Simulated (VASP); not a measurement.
Set up this calculation in VASP 6.6.1, as the native input.

* Task: single point
* Functional: PBEsol
* Potentials or basis: VASP PAW PBE potentials, release 64 (Na_pv, H)
* Cutoff: 500 eV
* k mesh: 7 × 7 × 7
* Occupations: fermi-dirac, width 0.02 eV
* Spin: no spin polarisation
* Dipole correction: no
* Further INCAR settings: ALGO = Normal; EDIFF = 1e-06; NBANDS = 11

The structure of NaH lies in POSCAR:

```
NaH
1.0
    0.0244000000      2.4522000000      2.4522000000
    2.4522000000      0.0244000000      2.4522000000
    2.4522000000      2.4522000000      0.0244000000
Na H
1 1
Direct
    0.0000000000      0.0000000000      0.0000000000
    0.5000000000      0.5000000000      0.5000000000
```

The input as run:

INCAR

```
PREC     = Accurate       # precision mode
ENCUT    = 500            # plane-wave cutoff, eV
EDIFF    = 1E-6           # SCF threshold, eV
ISMEAR   = -1             # smearing method
SIGMA    = 0.02           # smearing width, eV
LREAL    = F              # projectors in reciprocal space
LASPH    = T              # aspherical terms in the spheres
NELM     = 120            # most SCF steps
ALGO     = Normal         # electronic algorithm
ISIF     = 2              # what is computed and relaxed
LWAVE    = F              # write WAVECAR
LCHARG   = F              # write CHGCAR
GGA      = PS             # functional
NBANDS   = 11             # bands
GGA_COMPAT= F
```

KPOINTS

```
Automatic mesh
0
Gamma
  7 7 7
```

Potentials or basis: VASP PAW PBE potentials, release 64 (Na_pv, H).

Run with:

```bash
$ cat potpaw_PBE.64/Na_pv/POTCAR potpaw_PBE.64/H/POTCAR > POTCAR
$ mpirun -np 1 vasp_std > vasp.out
```

It gave:

The pressure is -1.2 GPa. The band gap on the k mesh is 3.90 eV (least direct gap 4.61 eV).

Caveat: the PAW data sets were made with another functional, which shifts forces and pressure a little; an odd mesh through Γ misses points on the zone boundary, where band edges can lie.

It took 21 s on 1 thread of Intel(R) Xeon(R) Platinum 8259CL CPU @ 2.50GHz (Skylake/Cascade Lake) (shared host), peak memory 0.15 GiB.
